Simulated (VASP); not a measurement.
# F (C2/m) in VASP: further runs

F is run at these levels: PBEsol; tasks: single point.

Everything below comes from runs of VASP 6.6.1. Logs are shortened: lines on timing, memory, paths and dates and some standing lists are left out, and cuts for length are marked.

### Step 1. The cell of the first run

It takes space group C2/m (No. 12, monoclinic). Conventional cell: a = 6.365 Å, b = 3.647 Å, c = 7.683 Å, α = 90.00°, β = 112.50°, γ = 90.00°. Within 1.9 Å of F (site symmetry m) lie 1 F at 1.43 Å. F (site symmetry m) has 1 F at 1.43 Å within 1.9 Å.

### Step 2. Single point, PBEsol

INCAR

```
ALGO = Normal
EDIFF = 1E-6
ENCUT = 520
GGA = PS
ISIF = 2
ISMEAR = 0
LASPH = T
LCHARG = F
LREAL = F
LWAVE = F
NBANDS = 22
NELM = 80
PREC = Accurate
SIGMA = 0.05
```

KPOINTS

```
k-points
0
Gamma
  4 4 2
```

POSCAR

```
F
1.0
    3.1731537952     -1.8237202387     -0.2447409950
    3.1731537952      1.8237202387     -0.2447409950
   -2.3859692553      0.0000000000      7.3035000106
F
4
Direct
    0.0848459664      0.0848459664      0.0940038325
    0.9151540336      0.9151540336      0.9059961675
    0.5015719855      0.5015719855      0.5937195244
    0.4984280145      0.4984280145      0.4062804756
```

Potentials or basis: VASP PAW PBE potentials, release 64 (F).

Started as:

```console
cat potpaw_PBE.64/F/POTCAR > POTCAR
mpirun -np 1 vasp_std > vasp.out
```

OUTCAR:

```text
EDIFF = 1E-6
   ENCUT = 520
   GGA = PS
   ISIF = 2
   ISMEAR = 0
   LASPH = T
   LREAL = F
   NELM = 80
   PREC = Accurate

 ion  position               nearest neighbor table
   1  0.085  0.085  0.094-   2 1.43
   2  0.915  0.915  0.906-   1 1.43
   3  0.502  0.502  0.594-   4 1.43
   4  0.498  0.498  0.406-   3 1.43

  LATTYP: Found a base centered monoclinic cell.
 ALAT       =     6.3651561372
 B/A-ratio  =     0.5730323654
 C/A-ratio  =     1.2070962569
 COS(beta)  =    -0.3827161857

  Lattice vectors:

 A1 = (   3.1731537952,  -1.8237202387,  -0.2447409950)
 A2 = (   3.1731537952,   1.8237202387,  -0.2447409950)
 A3 = (  -2.3859692553,   0.0000000000,   7.3035000106)

Analysis of symmetry for initial positions (statically):
=====================================================================
 Subroutine PRICEL returns:
 Original cell was already a primitive cell.

 Routine SETGRP: Setting up the symmetry group for a
 base centered monoclinic supercell.

 Subroutine GETGRP returns: Found  4 space group operations
 (whereof  4 operations were pure point group operations)
 out of a pool of  4 trial point group operations.

The static configuration has the point symmetry C_2h.

Analysis of symmetry for dynamics (positions and initial velocities):
=====================================================================
 Subroutine PRICEL returns:
 Original cell was already a primitive cell.

 Routine SETGRP: Setting up the symmetry group for a
 base centered monoclinic supercell.

 Subroutine GETGRP returns: Found  4 space group operations
 (whereof  4 operations were pure point group operations)
 out of a pool of  4 trial point group operations.

The dynamic configuration has the point symmetry C_2h.

 Subroutine INISYM returns: Found  4 space group operations
 (whereof  4 operations are pure point group operations),
 and found     1 'primitive' translations

----------------------------------------------------------------------------------------

                                     Primitive cell

  volume of cell :      82.4000

  direct lattice vectors                    reciprocal lattice vectors
     3.173153795 -1.823720239 -0.244740995     0.161644912 -0.274164858  0.052807529
     3.173153795  1.823720239 -0.244740995     0.161644912  0.274164858  0.052807529
    -2.385969255  0.000000000  7.303500011     0.010833473  0.000000000  0.140459825

  length of vectors
     3.668072883  3.668072883  7.683356148     0.322620647  0.322620647  0.140876991

  position of ions in fractional coordinates (direct lattice)
     0.084845966  0.084845966  0.094003833
     0.915154034  0.915154034  0.905996167
     0.501571985  0.501571985  0.593719524
     0.498428014  0.498428014  0.406280476

  ion indices of the primitive-cell ions
   primitive index   ion index
                 1           1
                 2           2
                 3           3
                 4           4

----------------------------------------------------------------------------------------

 KPOINTS: k-points

Automatic generation of k-mesh.
 Grid dimensions read from file:
 generate k-points for:    4    4    2

 Generating k-lattice:

  Cartesian coordinates                     Fractional coordinates (reciprocal lattice)
     0.040411228 -0.068541214  0.013201882     0.250000000 -0.000000000  0.000000000
     0.040411228  0.068541214  0.013201882    -0.000000000  0.250000000  0.000000000
     0.005416737  0.000000000  0.070229913     0.000000000  0.000000000  0.500000000

  Length of vectors
     0.080655162  0.080655162  0.070438496

  Shift w.r.t. Gamma in fractional coordinates (k-lattice)
     0.000000000  0.000000000  0.000000000

 Subroutine IBZKPT returns following result:
 ===========================================

 Found     14 irreducible k-points:

 Following reciprocal coordinates:
            Coordinates               Weight
  0.000000  0.000000  0.000000      1.000000
  0.250000 -0.000000  0.000000      4.000000
  0.500000 -0.000000  0.000000      2.000000
  0.250000  0.250000  0.000000      2.000000
  0.500000  0.250000  0.000000      4.000000
 -0.250000  0.250000  0.000000      2.000000
  0.500000  0.500000  0.000000      1.000000
 -0.000000 -0.000000  0.500000      1.000000
  0.250000 -0.000000  0.500000      4.000000
  0.500000 -0.000000  0.500000      2.000000
  0.250000  0.250000  0.500000      2.000000
  0.500000  0.250000  0.500000      4.000000
 -0.250000  0.250000  0.500000      2.000000
  0.500000  0.500000  0.500000      1.000000
   k-points           NKPTS =     14   k-points in BZ     NKDIM =     14   number of bands    NBANDS=     22
   number of dos      NEDOS =    301   number of ions     NIONS =      4
   total plane-waves  NPLWV =  47040
   dimension x,y,z NGX =    28 NGY =   28 NGZ =   60
   dimension x,y,z NGXF=    56 NGYF=   56 NGZF=  120
   ions per type =               4
   NGX,Y,Z   is equivalent  to a cutoff of  12.69, 12.69, 12.98 a.u.
   NGXF,Y,Z  is equivalent  to a cutoff of  25.38, 25.38, 25.96 a.u.
 SYSTEM =  unknown system
   PREC   = accura    normal or accurate (medium, high low for compatibility)
   ISTART =      0    job   : 0-new  1-cont  2-samecut
   ICHARG =      2    charge: 1-file 2-atom 10-const
   ISPIN  =      1    spin polarized calculation?
   LNONCOLLINEAR =      F non collinear calculations
   LSORBIT =      F    spin-orbit coupling
   LASPH  =      T    aspherical Exc in radial PAW
   ENCUT  =  520.0 eV  38.22 Ry    6.18 a.u.   6.82  6.82 14.29*2*pi/ulx,y,z
   NELM   =     80;   NELMIN=  2; NELMDL= -5     # of ELM steps
   EDIFF  = 0.1E-05   stopping-criterion for ELM
   LREAL  =      F    real-space projection
   EDIFFG = 0.1E-04   stopping-criterion for IOM
   NSW    =      0    number of steps for IOM
   IBRION =     -1    ionic relax: 0-MD 1-quasi-New 2-CG
   NFREE  =      0    steps in history (QN), initial steepest desc. (CG)
   ISIF   =      2    stress and relaxation
   ISYM   =      2    0-nonsym 1-usesym 2-fastsym
   POTIM  = 0.5000    time-step for ionic-motion
   TEBEG  =    0.0;   TEEND  =   0.0 temperature during run
   PSTRESS=    0.0 pullay stress
   NELECT =      28.0000    total number of electrons
   NUPDOWN=      -1.0000    fix difference up-down
   EMIN   =  10.00;   EMAX   =-10.00  energy-range for DOS
   EFERMI =   0.00;   METHOD = LEGACY
   ISMEAR =     0;   SIGMA  =   0.05  broadening in eV -4-tet -1-fermi 0-gaus
   EFERMI_NEDOS =   21; number of points for ismear=-14 and -15
   IALGO  =     38    algorithm
   IMIX   =      4    mixing-type and parameters
     AMIX     =   0.40;   BMIX     =  1.00
     AMIX_MAG =   1.60;   BMIX_MAG =  1.00
  volume/ion in A,a.u.               =      20.60       139.02
  Fermi-wavevector in a.u.,A,eV,Ry     =   1.142401  2.158824 17.756681  1.305079
  Thomas-Fermi vector in A             =   2.279099
   LORBIT       =      0    0 simple, 1 ext, 2 COOP (PROOUT), +10 PAW based schemes
   GGA     = PS    functional components
   LHFCALC =     F    Hartree Fock is set to
   AEXX    =    0.0000 exact exchange contribution
   IVDW    =     0    specifies the selected vdW correction
   LEPSILON=     F    determine dielectric tensor
   LRPA    =     F    only Hartree local field effects (RPA)
 non-spin polarized calculation
 Gauss-broadening in eV      SIGMA  =   0.05
  energy-cutoff  :      520.00
  volume of cell :       82.40
 maximum number of plane-waves:      2236
   NGX = 13   NGY = 13   NGZ = 29

 number of electron      28.0000004 magnetization

 Free energy of the ion-electron system (eV)
  ---------------------------------------------------
  ext. energy  EPLUGINS =         0.00000000
  ---------------------------------------------------
  free energy    TOTEN  =        -7.78103963 eV

  energy without entropy =       -7.78103963  energy(sigma->0) =       -7.78103963

 E-fermi :  -5.8993     XC(G=0):  -6.4890

 val. band max:       -6.1695411454   @ k =   0.5000   0.5000   0.0000
 cond. band min:      -3.4839416316   @ k =   0.0000   0.0000   0.0000
 fundamental gap:      2.6855995138
 Fermi energy:        -5.8992876708

 k-point     1 :       0.0000    0.0000    0.0000
  band No.  band energies     occupation
      1     -30.6885      2.00000
      2     -30.5382      2.00000
      3     -24.6903      2.00000
      4     -24.4782      2.00000
      5     -12.5092      2.00000
      6     -12.0131      2.00000
[... 14 lines left out ...]
     21      12.8166      0.00000
     22      13.5884      0.00000

 k-point     2 :       0.2500   -0.0000    0.0000
  band No.  band energies     occupation
      1     -30.6714      2.00000
      2     -30.5285      2.00000
      3     -24.6582      2.00000
      4     -24.4967      2.00000
      5     -12.4369      2.00000
      6     -12.0785      2.00000
[... 14 lines left out ...]
     21      10.7024      0.00000
     22      12.2482      0.00000

 k-point     3 :       0.5000   -0.0000    0.0000
  band No.  band energies     occupation
      1     -30.6545      2.00000
      2     -30.5191      2.00000
      3     -24.6151      2.00000
      4     -24.5266      2.00000
      5     -12.3023      2.00000
      6     -12.2055      2.00000
[... 14 lines left out ...]
     21       9.5265      0.00000
     22       9.7554      0.00000
[... 226 lines left out ...]
 k-point    13 :      -0.2500    0.2500    0.5000
  band No.  band energies     occupation
      1     -30.6543      2.00000
      2     -30.5189      2.00000
      3     -24.6150      2.00000
      4     -24.5265      2.00000
      5     -12.2994      2.00000
      6     -12.2043      2.00000
[... 14 lines left out ...]
     21       9.9213      0.00000
     22       9.9341      0.00000

 k-point    14 :       0.5000    0.5000    0.5000
  band No.  band energies     occupation
      1     -30.6514      2.00000
      2     -30.5162      2.00000
      3     -24.6250      2.00000
      4     -24.5364      2.00000
      5     -12.3196      2.00000
      6     -12.2249      2.00000
[... 14 lines left out ...]
     21       8.5242      0.00000
     22       8.6350      0.00000

------------------------ aborting loop because EDIFF is reached ----------------------------------------

  FORCE on cell =-STRESS in cart. coord.  units (eV):
  Direction    XX          YY          ZZ          XY          YZ          ZX
  --------------------------------------------------------------------------------------
  -------------------------------------------------------------------------------------
  Total       -0.5831665     -0.2703781     -2.1358697      0.0000000      0.0000000     -0.1389447
  in kB      -11.3390301     -5.2572054    -41.5296352      0.0000000      0.0000000     -2.7016275
  external PRESSURE =     -19.3752902 kB  Pullay stress =       0.0000000 kB

 VOLUME and BASIS-vectors are now :
 -----------------------------------------------------------------------------
  energy-cutoff  :      520.00
  volume of cell :       82.40
      direct lattice vectors                 reciprocal lattice vectors
     3.173153795 -1.823720239 -0.244740995     0.161644912 -0.274164858  0.052807529
     3.173153795  1.823720239 -0.244740995     0.161644912  0.274164858  0.052807529
    -2.385969255  0.000000000  7.303500011     0.010833473  0.000000000  0.140459825

 POSITION                                       TOTAL-FORCE (eV/Angst)
 -----------------------------------------------------------------------------------
      0.31417      0.00000      0.64503        -0.323298      0.000000     -0.658016
      3.64617      0.00000      6.16899         0.323298      0.000000      0.658016
      1.76653      0.00000      4.09072         0.228790      0.000000     -0.708411
      2.19380      0.00000      2.72330        -0.228790      0.000000      0.708411
 -----------------------------------------------------------------------------------
    total drift:                                0.000000      0.000000     -0.000000

  FREE ENERGIE OF THE ION-ELECTRON SYSTEM (eV)
  ---------------------------------------------------
  free  energy   TOTEN  =        -7.7810396259 eV

  energy  without entropy=       -7.7810396259  energy(sigma->0) =       -7.78103963
```

Wall time 18 s (1 thread of Intel Xeon Platinum 8488C (Sapphire Rapids), shared host); peak memory 0.19 GiB.

Results:

- Free energy: -7.7810 eV
- Pressure: -1.9 GPa
- Largest force: 0.744 eV/Å
- Band gap on the k mesh: 2.69 eV, indirect (least direct gap 2.76 eV)

Forces in eV/Å, atoms in the order of the input:
```
F   -0.323  0.000 -0.658
F    0.323  0.000  0.658
F    0.229  0.000 -0.708
F   -0.229  0.000  0.708
```

Stress tensor (GPa, compression positive):
```
-1.13  0.00 -0.27
 0.00 -0.53  0.00
-0.27  0.00 -4.15
```

Caveat: the k points lie up to 0.51 Å⁻¹ apart; the PAW data sets were made with another functional, which shifts forces and pressure a little.

### Step 3. Single point, PBEsol

INCAR

```
SYSTEM = F
  ALGO = Normal
  EDIFF = 1E-7
  ENCUT = 520
  GGA = PS
  ISIF = 2
  ISMEAR = 0
  LASPH = .True.
  LCHARG = .False.
  LREAL = .False.
  LWAVE = .False.
  NBANDS = 22
  NELM = 80
  PREC = Accurate
  SIGMA = 0.05
```

KPOINTS

```
k-points
0
Gamma
  4 4 2
  0 0 0
```

POSCAR

```
F
1.0
    3.2417476322     -1.8043225525     -0.2500315435
    3.2417476322      1.8043225525     -0.2500315435
   -2.4551525991      0.0000000000      7.2331109735
F
4
Direct
    0.0848459664      0.0848459664      0.0940038325
    0.9151540336      0.9151540336      0.9059961675
    0.5015719855      0.5015719855      0.5937195244
    0.4984280145      0.4984280145      0.4062804756
```

Potentials or basis: VASP PAW PBE potentials, release 64 (F).

Started as:

```console
cat potpaw_PBE.64/F/POTCAR > POTCAR
mpirun -np 1 vasp_std > vasp.out
```

Run time: 19 s. Hardware: 1 thread of Intel Xeon Platinum 8488C (Sapphire Rapids), shared host; peak memory 0.18 GiB.

The run converged. Its results:

| Item | Value |
| --- | --- |
| Free energy | -7.7919 eV |
| Pressure | -1.4 GPa |
| Largest force | 0.453 eV/Å |
| Band gap on the k mesh | 2.79 eV, indirect (least direct gap 2.87 eV) |

Forces on the atoms (eV/Å):
```
F   -0.199  0.000 -0.399
F    0.199  0.000  0.399
F    0.147  0.000 -0.428
F   -0.147  0.000  0.428
```

Stress tensor (GPa, compression positive):
```
-0.94  0.00 -0.17
 0.00 -0.52  0.00
-0.17  0.00 -2.69
```

Levels at points of the mesh, in eV from the valence-band top:
```
           k point  band 11  band 12  band 13  band 14  band 15  band 16  band 17  band 18
(0.00, 0.00, 0.00)    -0.31    -0.16    -0.11    -0.08     2.79     3.44     8.59    11.07
(0.50, 0.00, 0.00)    -0.32    -0.26    -0.25    -0.15     3.14     3.22    12.36    12.49
(0.50, 0.50, 0.00)    -0.29    -0.24    -0.16     0.00     3.10     3.21    12.63    12.66
(0.00, 0.00, 0.50)    -0.27    -0.16    -0.15    -0.08     3.06     3.14     9.41     9.43
(0.50, 0.00, 0.50)    -0.42    -0.30    -0.18    -0.06     3.00     3.34    12.27    13.04
(0.50, 0.50, 0.50)    -0.32    -0.21    -0.16    -0.08     3.13     3.21    12.16    12.26
```

Caveat: the k points lie up to 0.51 Å⁻¹ apart; the PAW data sets were made with another functional, which shifts forces and pressure a little. Expect the measured gap to be larger: semilocal functionals such as PBEsol lack the derivative discontinuity.

[end of part 1 of 2]
